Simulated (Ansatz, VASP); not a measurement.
## Two plane-wave programs on In2SbSe3

```
CELL_PARAMETERS angstrom
3.04106 1.75576 4.99768
-3.04106 1.75576 4.99768
0.00000 -3.51151 4.99768
ATOMIC_POSITIONS crystal
In 0.61555 0.61555 0.61555
In 0.38445 0.38445 0.38445
Sb 0.00000 0.00000 0.00000
Se 0.00000 0.50000 0.00000
Se 0.50000 0.00000 0.00000
Se 0.00000 0.00000 0.50000
```

Change from the starting cell: species swapped into the Y2Al3Fe type (R-3m, No. 166).

Alike in both runs: functional PBE; k mesh 12 × 12 × 12; occupations gaussian, width 0.1 eV; no spin polarisation.

Ansatz relaxed the structure, and its values are those at the end. VASP's run is a single point on that final structure, the one shown.

|  | VASP | Ansatz |
| --- | --- | --- |
| version | VASP 6.6.1 | Ansatz 0.2.0 |
| potentials or method | VASP PAW PBE potentials, release 64 (In_d, Sb, Se), cutoff 520 eV | scalar-relativistic, plane waves, PAW |
| valence electrons in the cell | 49 | 89 |

|  | VASP | Ansatz | Ansatz less VASP |
| --- | --- | --- | --- |
| gap on the k mesh at the Fermi level (eV) | none | none | - |
| pressure (GPa) | -0.1 | 0.0 | +0.05 |

A gap of «none» marks a metal or a gap that the smearing closes. VASP's potentials hold 49 valence electrons a cell and Ansatz's 89, so a difference there can come from the potentials and not from the codes.

Spin-orbit coupling is off throughout.
